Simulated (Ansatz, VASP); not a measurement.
**One calculation of Ti3Si2, two programs**

File INCAR:

```
SYSTEM = Ti3Si2
PREC = Accurate
ENCUT = 520
EDIFF = 1E-6
ISMEAR = 0
SIGMA = 0.1
LREAL = .FALSE.
LASPH = .TRUE.
NELM = 150
ALGO = Normal
ISIF = 2
LWAVE = .FALSE.
LCHARG = .TRUE.
ISPIN = 2
MAGMOM = 1 1 1 1 1 1 0 0 0 0
LORBIT = 11
LMAXMIX = 4
GGA = PE
LELF = .TRUE.
LVHAR = .TRUE.
NBANDS = 59
```

KPOINTS

```
regular mesh
0
G
  3 3 4
  0 0 0
```

Contents of POSCAR:

```
Ti3Si2
1.0
    6.5340791932      0.0000000000      0.0000000000
   -3.2670395966      5.6586785716      0.0000000000
    0.0000000000      0.0000000000      4.4252127406
Ti Si
6 4
Direct
    0.8974862523      0.5971862914      0.7500000000
    0.1025137477      0.4028137086      0.2500000000
    0.6997000391      0.1025137477      0.7500000000
    0.3002999609      0.8974862523      0.2500000000
    0.4028137086      0.3002999609      0.7500000000
    0.5971862914      0.6997000391      0.2500000000
    0.3333333333      0.6666666667      0.7500000000
    0.6666666667      0.3333333333      0.2500000000
    0.0000000000      0.0000000000      0.0000000000
    0.0000000000      0.0000000000      0.5000000000
```

Input for Ansatz:

```yaml
crystal:
  lattice:
    - [6.5340791932, 0.0, 0.0]
    - [-3.2670395966, 5.6586785716, 0.0]
    - [0.0, 0.0, 4.4252127406]
  atoms:
    - { symbol: Ti, position: [0.8974862523, 0.5971862914, 0.75], spin: 1.0 }
    - { symbol: Ti, position: [0.1025137477, 0.4028137086, 0.25], spin: 1.0 }
    - { symbol: Ti, position: [0.6997000391, 0.1025137477, 0.75], spin: 1.0 }
    - { symbol: Ti, position: [0.3002999609, 0.8974862523, 0.25], spin: 1.0 }
    - { symbol: Ti, position: [0.4028137086, 0.3002999609, 0.75], spin: 1.0 }
    - { symbol: Ti, position: [0.5971862914, 0.6997000391, 0.25], spin: 1.0 }
    - { symbol: Si, position: [0.3333333333, 0.6666666667, 0.75] }
    - { symbol: Si, position: [0.6666666667, 0.3333333333, 0.25] }
    - { symbol: Si, position: [0.0, 0.0, 0.0] }
    - { symbol: Si, position: [0.0, 0.0, 0.5] }
basis:
  ecutwfc: 420
kpoints:
  mp_grid: { grid: [3, 3, 4] }
hamiltonian:
  xc: pbe
scf:
  occupations: { method: gaussian, width: 0.1 }
  lower_state_search: "off"
output:
  forces: true
  stress: true
  eigenvalues: true
  populations: true
magnetization:
  spin_polarized: true
```

Change from the starting cell: species swapped into the Ho3Ru2 type (P6_3/m, No. 176).

Alike in both runs: task single point; functional PBE; k mesh 3 × 3 × 4; occupations gaussian, width 0.1 eV; collinear spin.

```csv
,VASP,Ansatz
version,VASP 6.6.1,Ansatz 0.2.0
potentials or method,"VASP PAW PBE potentials, release 64 (Ti_sv, Si), cutoff 520 eV","scalar-relativistic, plane waves, PAW"
valence electrons in the cell,88,88
```

|  | VASP | Ansatz | Ansatz less VASP |
| --- | --- | --- | --- |
| gap on the k mesh at the Fermi level (eV) | none | none | - |
| pressure (GPa) | -0.2 | -0.1 | +0.05 |
| traceless stress, the component that is largest in VASP (GPa) | 0.27 | 0.27 | +0.006 |
| net moment per atom (μB) | 0.00 | 0.00 | 0.000 |

A gap of «none» marks a metal or a gap that the smearing closes. Ansatz's warnings: seeded moment not kept.

The k mesh is coarse, so the values compare programs but aren't converged.
